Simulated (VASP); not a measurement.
Input of a VASP 6.6.1 run:

The input INCAR:

```
PREC = Accurate ; ENCUT = 600
EDIFF = 1E-6 ; ISMEAR = -1
SIGMA = 0.15 ; LREAL = F
LASPH = T ; NELM = 100
ALGO = Normal ; ISIF = 3
LWAVE = F ; LCHARG = F
GGA = PS ; IBRION = 2
NSW = 80 ; EDIFFG = -0.001
```

File KPOINTS:

```
regular mesh
0
Gamma
  15 15 14
```

File POSCAR:

```
TiB2
1.0
    3.0175895913      0.0000000000      0.0000000000
   -1.5087947957      2.6133092443      0.0000000000
    0.0000000000      0.0000000000      3.1847627081
Ti B
1 2
Direct
    0.0000000000      0.0000000000      0.0000000000
    0.3333333333      0.6666666667      0.5000000000
    0.6666666667      0.3333333333      0.5000000000
```

Potentials or basis: VASP PAW PBE potentials, release 64 (Ti_sv, B).

Command:

```bash
$ cat potpaw_PBE.64/Ti_sv/POTCAR potpaw_PBE.64/B/POTCAR > POTCAR
$ mpirun -np 1 vasp_std > vasp.out
```

Estimate the band gap on the k mesh.

zero (band 9 reaches 10.50 eV, above the bottom of band 10 at 9.87 eV).

Predict the space group after relaxing (to 0.05 Å).

P6/mmm (No. 191).

Predict the relaxed volume.

8.38 Å³/atom.

Final structure:
```xyz
3
Lattice="3.0193 0.0000 0.0000 -1.5096 2.6148 0.0000 0.0000 0.0000 3.1860" Properties=species:S:1:pos:R:3 pbc="T T T"
Ti    0.0000    0.0000    0.0000
B     0.0000    1.7432    1.5930
B     1.5096    0.8716    1.5930
```

Caveat: the PAW data sets were made with another functional, which shifts forces and pressure a little.
